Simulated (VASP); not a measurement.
Input of a VASP 6.6.1 run:

Contents of INCAR:

```
SYSTEM = Ti
ALGO = Fast ; EDIFF = 1E-6
ENCUT = 520 ; GGA = PE
ISIF = 2 ; ISMEAR = 0
LASPH = .TRUE. ; LCHARG = .FALSE.
LREAL = .FALSE. ; LWAVE = .FALSE.
NBANDS = 19 ; NELM = 60
PREC = Accurate ; SIGMA = 0.1
```

Contents of KPOINTS:

```
k-points
0
G
  18 18 10
  0 0 0
```

Contents of POSCAR:

```
Ti
1.0
    2.8760145008      0.0000000000      0.0000000000
   -1.4380072504      2.4907016193      0.0000000000
    0.0000000000      0.0000000000      4.5979276565
Ti
2
Direct
    0.3333333300      0.6666666700      0.2500000000
    0.6666666700      0.3333333300      0.7500000000
```

Potentials or basis: VASP PAW PBE potentials, release 64 (Ti_sv).

Command:

```bash
$ cat potpaw_PBE.64/Ti_sv/POTCAR > POTCAR
$ mpirun -np 1 vasp_std > vasp.out
```

(1) Estimate the band gap on the k mesh.

(2) What does it give for the pressure?

## Answers

(1) zero (band 12 reaches 9.73 eV, above the bottom of band 13 at 8.58 eV).

(2) 6.3 GPa.

Caveat: the cell differs from its parent crystal (Cu replaced by Ti, lengths x 1.127, strained).
